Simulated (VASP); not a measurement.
# Al (Im-3m) in VASP: notebook, part 2 of 2

VASP 6.6.1. The steps go on from the part before.

## (3) Single point, r2SCAN

This run uses another cell than the first one, of 16.22 Å³/atom, 0.949 times its volume.

Input file POSCAR:

```
Al
1.0
   -1.5946198449      1.5946198449      1.5946198449
    1.5946198449     -1.5946198449      1.5946198449
    1.5946198449      1.5946198449     -1.5946198449
Al
1
Direct
    0.0000000000      0.0000000000      0.0000000000
```

Input file INCAR.step1:

```
PREC     = Accurate       # precision mode
ENCUT    = 550            # plane-wave cutoff, eV
ISMEAR   = 0              # smearing method
SIGMA    = 0.05           # smearing width, eV
LREAL    = F              # projectors in reciprocal space
LASPH    = T              # aspherical terms in the spheres
NELM     = 120            # most SCF steps
NBANDS   = 8              # bands
GGA      = PE             # functional
ALGO     = Normal         # electronic algorithm
EDIFF    = 1E-5           # SCF threshold, eV
LWAVE    = T              # write WAVECAR
LCHARG   = F              # write CHGCAR
GGA_COMPAT= F
```

Input file INCAR.step2:

```
PREC     = Accurate       # precision mode
ENCUT    = 550            # plane-wave cutoff, eV
EDIFF    = 1E-6           # SCF threshold, eV
ISMEAR   = 0              # smearing method
SIGMA    = 0.05           # smearing width, eV
LREAL    = F              # projectors in reciprocal space
LASPH    = T              # aspherical terms in the spheres
NELM     = 120            # most SCF steps
ALGO     = Normal         # electronic algorithm
ISIF     = 2              # what is computed and relaxed
LWAVE    = F              # write WAVECAR
LCHARG   = F              # write CHGCAR
METAGGA  = R2SCAN         # meta-GGA
LMIXTAU  = T            
NBANDS   = 8              # bands
ISTART   = 1            
GGA_COMPAT= F
```

Input file KPOINTS:

```
Automatic mesh
0
Gamma
  18 18 18
```

Potentials or basis: VASP PAW PBE potentials, release 64 (Al).

Launch:

```
$ cat potpaw_PBE.64/Al/POTCAR > POTCAR
$ cp INCAR.step1 INCAR
$ mpirun -np 1 vasp_std > vasp.out
$ cp INCAR.step2 INCAR
$ mpirun -np 1 vasp_std > vasp.out
```

OUTCAR:

```text
PREC = Accurate
   ENCUT = 550
   EDIFF = 1E-6
   ISMEAR = 0
   LREAL = F
   LASPH = T
   NELM = 120
   ISIF = 2
   METAGGA = R2SCAN
   ISTART = 1

 ion  position               nearest neighbor table
   1  0.000  0.000  0.000-

  LATTYP: Found a body centered cubic cell.
 ALAT       =     3.1892396898

  Lattice vectors:

 A1 = (  -1.5946198449,   1.5946198449,   1.5946198449)
 A2 = (   1.5946198449,  -1.5946198449,   1.5946198449)
 A3 = (   1.5946198449,   1.5946198449,  -1.5946198449)

Analysis of symmetry for initial positions (statically):
=====================================================================
 Subroutine PRICEL returns:
 Original cell was already a primitive cell.

 Routine SETGRP: Setting up the symmetry group for a
 body centered cubic supercell.

 Subroutine GETGRP returns: Found 48 space group operations
 (whereof 48 operations were pure point group operations)
 out of a pool of 48 trial point group operations.

The static configuration has the point symmetry O_h .

Analysis of symmetry for dynamics (positions and initial velocities):
=====================================================================
 Subroutine PRICEL returns:
 Original cell was already a primitive cell.

 Routine SETGRP: Setting up the symmetry group for a
 body centered cubic supercell.

 Subroutine GETGRP returns: Found 48 space group operations
 (whereof 48 operations were pure point group operations)
 out of a pool of 48 trial point group operations.

The dynamic configuration has the point symmetry O_h .

 Subroutine INISYM returns: Found 48 space group operations
 (whereof 48 operations are pure point group operations),
 and found     1 'primitive' translations

----------------------------------------------------------------------------------------

[... 109 lines left out ...]
     AMIX     =   0.40;   BMIX     =  1.00
     AMIX_MAG =   1.60;   BMIX_MAG =  1.00
  volume/ion in A,a.u.               =      16.22       109.45
  Fermi-wavevector in a.u.,A,eV,Ry     =   0.932763  1.762667 11.837712  0.870047
  Thomas-Fermi vector in A             =   2.059395
   LORBIT       =      0    0 simple, 1 ext, 2 COOP (PROOUT), +10 PAW based schemes
   METAGGA = R2SCAN    functional components
   LHFCALC =     F    Hartree Fock is set to
   AEXX    =    0.0000 exact exchange contribution
   IVDW    =     0    specifies the selected vdW correction
   LEPSILON=     F    determine dielectric tensor
   LRPA    =     F    only Hartree local field effects (RPA)
 non-spin polarized calculation
 Gauss-broadening in eV      SIGMA  =   0.05
  energy-cutoff  :      550.00
  volume of cell :       16.22
 maximum number of plane-waves:       490
 NGX is ok and might be reduce to    24
   NGX = 11   NGY = 11   NGZ = 11

 number of electron       3.0000000 magnetization

 Free energy of the ion-electron system (eV)
  ---------------------------------------------------
  ext. energy  EPLUGINS =         0.00000000
  ---------------------------------------------------
  free energy    TOTEN  =        -6.62503458 eV

  energy without entropy =       -6.62423257  energy(sigma->0) =       -6.62463358

 E-fermi :   8.2388     XC(G=0): -10.9861

 val. band max:        8.2374733835   @ k =   0.2222   0.2222   0.1667
 cond. band min:       8.2401683697   @ k =  -0.3333   0.5000   0.1667
 fundamental gap:      0.0026949862
 Fermi energy:         8.2387891110

 k-point     1 :       0.0000    0.0000    0.0000
  band No.  band energies     occupation
      1      -3.7704      2.00000
      2      22.3545      0.00000
      3      22.3545      0.00000
      4      22.3545      0.00000
      5      24.3963      0.00000
      6      24.3963      0.00000
      7      24.3963      0.00000
      8      25.6121      0.00000
[... 243 lines left out ...]
 k-point    24 :       0.3889    0.1111   -0.0000
  band No.  band energies     occupation
      1       2.4782      2.00000
      2       5.8463      2.00000
      3      13.7443      0.00000
      4      16.9223      0.00000
      5      20.5670      0.00000
      6      23.5144      0.00000
      7      28.2521      0.00000
      8      30.9160      0.00000

 [... further k-points ...]

------------------------ aborting loop because EDIFF is reached ----------------------------------------

  FORCE on cell =-STRESS in cart. coord.  units (eV):
  Direction    XX          YY          ZZ          XY          YZ          ZX
  --------------------------------------------------------------------------------------
  -------------------------------------------------------------------------------------
  Total       -0.0366396     -0.0366396     -0.0366396     -0.0000000      0.0000000      0.0000000
  in kB       -3.6193419     -3.6193419     -3.6193419     -0.0000000      0.0000000      0.0000000
  external PRESSURE =      -3.6193419 kB  Pullay stress =       0.0000000 kB

 VOLUME and BASIS-vectors are now :
 -----------------------------------------------------------------------------
  energy-cutoff  :      550.00
  volume of cell :       16.22
      direct lattice vectors                 reciprocal lattice vectors
    -1.594619845  1.594619845  1.594619845     0.000000000  0.313554357  0.313554357
     1.594619845 -1.594619845  1.594619845     0.313554357  0.000000000  0.313554357
     1.594619845  1.594619845 -1.594619845     0.313554357  0.313554357  0.000000000

 POSITION                                       TOTAL-FORCE (eV/Angst)
 -----------------------------------------------------------------------------------
      0.00000      0.00000      0.00000         0.000000      0.000000     -0.000000
 -----------------------------------------------------------------------------------
    total drift:                                0.000000      0.000000      0.000000

  FREE ENERGIE OF THE ION-ELECTRON SYSTEM (eV)
  ---------------------------------------------------
  free  energy   TOTEN  =        -6.6250345810 eV

  energy  without entropy=       -6.6242325703  energy(sigma->0) =       -6.62463358
```

OUTCAR.step1:

```text
PREC = Accurate
   ENCUT = 550
   ISMEAR = 0
   LREAL = F
   LASPH = T
[... 480 lines left out ...]

 POSITION                                       TOTAL-FORCE (eV/Angst)
 -----------------------------------------------------------------------------------
      0.00000      0.00000      0.00000         0.000000      0.000000      0.000000
 -----------------------------------------------------------------------------------
    total drift:                                0.000000      0.000000      0.000000

  FREE ENERGIE OF THE ION-ELECTRON SYSTEM (eV)
  ---------------------------------------------------
  free  energy   TOTEN  =        -3.6450266570 eV

  energy  without entropy=       -3.6444935337  energy(sigma->0) =       -3.64476010
```

It took 26 s on 1 thread of Intel Xeon 6975P-C (Granite Rapids), shared host; peak memory 0.15 GiB.

Results:

* Free energy: -6.6250 eV
* Pressure: -0.4 GPa

Caveat: the PAW data sets were made with another functional, which shifts forces and pressure a little.

## (4) Single point, r2SCAN

Input file POSCAR:

```
Al
1.0
   -1.6227799449      1.6227799449      1.6227799449
    1.6227799449     -1.6227799449      1.6227799449
    1.6227799449      1.6227799449     -1.6227799449
Al
1
Direct
    0.0000000000      0.0000000000      0.0000000000
```

Input file INCAR.step1:

```
PREC = Accurate
ENCUT = 550
ISMEAR = 0
SIGMA = 0.05
LREAL = F
LASPH = T
NELM = 120
NBANDS = 8
GGA = PE
ALGO = Normal
EDIFF = 1E-5
LWAVE = T
LCHARG = F
GGA_COMPAT = F
```

Input file INCAR.step2:

```
PREC = Accurate
ENCUT = 550
EDIFF = 1E-6
ISMEAR = 0
SIGMA = 0.05
LREAL = F
LASPH = T
NELM = 120
ALGO = Normal
ISIF = 2
LWAVE = F
LCHARG = F
METAGGA = R2SCAN
LMIXTAU = T
NBANDS = 8
ISTART = 1
GGA_COMPAT = F
```

KPOINTS is that of step 3.

Launch:

```
$ cat potpaw_PBE.64/Al/POTCAR > POTCAR
$ cp INCAR.step1 INCAR
$ mpirun -np 1 vasp_std > vasp.out
$ cp INCAR.step2 INCAR
$ mpirun -np 1 vasp_std > vasp.out
```

Wall time 23 s (1 thread of Intel Xeon 6975P-C (Granite Rapids), shared host); peak memory 0.15 GiB.

It converged, with:

- Free energy: -6.6124 eV
- Pressure: -4.1 GPa

Levels at points of the mesh, in eV from the Fermi level:
```
           k point  band 1  band 2  band 3  band 4
(0.00, 0.00, 0.00)  -11.63   13.80   13.80   13.80
(0.50, 0.00, 0.00)   -4.60   -3.99    8.52    8.58
(0.50, 0.50, 0.50)    1.92    1.92    1.92    3.01
```

Caveat: the PAW data sets were made with another functional, which shifts forces and pressure a little.

## (5) Summary

| level | cell | k mesh | cutoff (eV) | gap on the mesh (eV) | pressure (GPa) |
| --- | --- | --- | --- | --- | --- |
| PBE | a = 2.811 Å, angles 109.5°, 1 atom | 8 × 8 × 8 | 500 | none | 0.0 |
| r2SCAN | a = 2.762 Å, angles 109.5°, 1 atom | 18 × 18 × 18 | 550 | none | -0.4 |
| r2SCAN | a = 2.811 Å, angles 109.5°, 1 atom | 18 × 18 × 18 | 550 | none | -4.1 |

Alike in all rows: task single point; potentials or basis VASP PAW PBE potentials, release 64 (Al); no spin polarisation; smearing gaussian 0.05 eV.

Caveats: the PAW data sets were made with another functional, which shifts forces and pressure a little (some runs).

Absolute energies hang on the potentials; compare differences alone.
